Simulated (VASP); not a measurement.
Wanted: the native input for a VASP 6.6.1 run.

- Task: single point
- Functional: PBE
- Dispersion: D3(BJ)
- Potentials or basis: VASP PAW PBE potentials, release 64 (Hg)
- Cutoff: 520 eV
- k mesh: 18 × 18 × 6
- Occupations: gaussian, width 0.15 eV
- Spin: no spin polarisation
- Dipole correction: no
- Further INCAR settings: ALGO = Normal; EDIFF = 1e-07; NBANDS = 32

The structure of Hg lies in POSCAR:

```
Hg
1.0
    3.3374995657      0.0000000000      0.0000000000
   -1.6687497829      2.8903594090      0.0000000000
    0.0000000000      0.0000000000     10.9853299091
Hg
4
Direct
    0.0000000000      0.0000000000      0.0000000000
    0.3333333333      0.6666666667      0.2500000000
    0.0000000000      0.0000000000      0.5000000000
    0.6666666667      0.3333333333      0.7500000000
```

This cell differs from its parent crystal: strain +0.0375 x Voigt [0, 0, 1, 0, 0, 0].

These files were run (other wordings do the same):

INCAR

```
SYSTEM = Hg
PREC = Accurate ; ENCUT = 520
EDIFF = 1E-7 ; ISMEAR = 0
SIGMA = 0.15 ; LREAL = .False.
LASPH = .True. ; NELM = 100
ALGO = Normal ; ISIF = 2
LWAVE = .False. ; LCHARG = .False.
GGA = PE ; IVDW = 12
NBANDS = 32
```

KPOINTS

```
regular mesh
0
Gamma
  18 18 6
  0 0 0
```

Potentials or basis: VASP PAW PBE potentials, release 64 (Hg).

Command:

```bash
$ cat potpaw_PBE.64/Hg/POTCAR > POTCAR
$ mpirun -np 1 vasp_std > vasp.out
```

It gave:

| Property | Result |
| --- | --- |
| Pressure | -0.5 GPa |
| Band gap on the k mesh | zero (band 24 reaches 1.70 eV, above the bottom of band 25 at 0.74 eV) |
| Dispersion energy per atom | -0.395 eV |

Caveat: the cell differs from its parent crystal (strain +0.0375 x Voigt [0, 0, 1, 0, 0, 0]); spin-orbit coupling is left out, which moves the levels of the heavy elements; pairwise dispersion overbinds metals, which lowers pressure and volume.

Wall time 4.8 min on 1 thread of Intel(R) Xeon(R) 6975P-C (Granite Rapids) (shared host), peak memory 0.49 GiB.
